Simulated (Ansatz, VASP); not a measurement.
# TiCo2: VASP beside Ansatz

```xyz
6
Lattice="0.0000 3.3520 3.3520 3.3520 0.0000 3.3520 3.3520 3.3520 0.0000" Properties=species:S:1:pos:R:3 pbc="T T T"
Ti    3.3520    3.3520    3.3520
Ti    5.0280    5.0280    5.0280
Co    0.8380    0.8380    0.8380
Co    0.8380    2.5140    2.5140
Co    2.5140    2.5140    0.8380
Co    2.5140    0.8380    2.5140
```

Alike in both runs: task single point; functional r2SCAN; k mesh 1 × 1 × 1; occupations gaussian, width 0.1 eV; collinear spin.

|  | VASP | Ansatz |
| --- | --- | --- |
| version | VASP 6.6.1 | Ansatz 0.2.0 |
| potentials or method | VASP PAW PBE potentials, release 64 (Ti_sv, Co), cutoff 520 eV | scalar-relativistic, plane waves, PAW |
| valence electrons in the cell | 60 | 92 |

Ansatz gave:

* gap on the k mesh at the Fermi level (eV): 0.31
* least direct gap on the mesh (eV): 0.31
* pressure (GPa): 3.2
* net moment per atom (μB): 1.32
* size of the moment on the site where the two differ most (μB): 2.16

Task: What did VASP give for the same quantities?

Result: gap on the k mesh at the Fermi level (eV): 0.77; least direct gap on the mesh (eV): 0.77; pressure (GPa): -4.8; net moment per atom (μB): 0.67; size of the moment on the site where the two differ most (μB): 0.32.

The net moments are unlike, so the other rows may belong to different states. VASP's potentials were made for PBE, not for r2SCAN. Site moments also hang on the region over which each program counts them. VASP's potentials hold 60 valence electrons a cell and Ansatz's 92, so a difference there can come from the potentials and not from the codes. Ansatz's warnings: stability check not made.

The k mesh is coarse, so the values compare programs but aren't converged.
